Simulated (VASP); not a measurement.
A run of VASP 6.6.1 is set up as follows.

File INCAR:

```
ALGO = Fast ; EDIFF = 1E-6
ENCUT = 520 ; GGA = PE
ISIF = 2 ; ISMEAR = 0
LASPH = T ; LCHARG = F
LREAL = F ; LWAVE = F
NBANDS = 12 ; NELM = 80
PREC = Accurate ; SIGMA = 0.15
```

KPOINTS

```
k-points
0
Gamma
  20 20 20
```

File POSCAR:

```
Ag
1.0
    0.0000000000      2.0431000000      2.0431000000
    2.0022380000      0.0000000000      2.0431000000
    2.0022380000      2.0431000000      0.0000000000
Ag
1
Direct
    0.0000000000      0.0000000000      0.0000000000
```

Potentials or basis: VASP PAW PBE potentials, release 64 (Ag).

The run is started by

```bash
$ cat potpaw_PBE.64/Ag/POTCAR > POTCAR
$ mpirun -np 1 vasp_std > vasp.out
```

(1) Estimate the band gap on the k mesh.

(2) Estimate the pressure.

Results:

(1) zero (an odd number of electrons rules out a gap without spin polarisation).

(2) 7.1 GPa.

Caveat: the cell differs from its parent crystal (strain -0.0200 x Voigt [1, 0, 0, 0, 0, 0]); the cell stands under pressure.
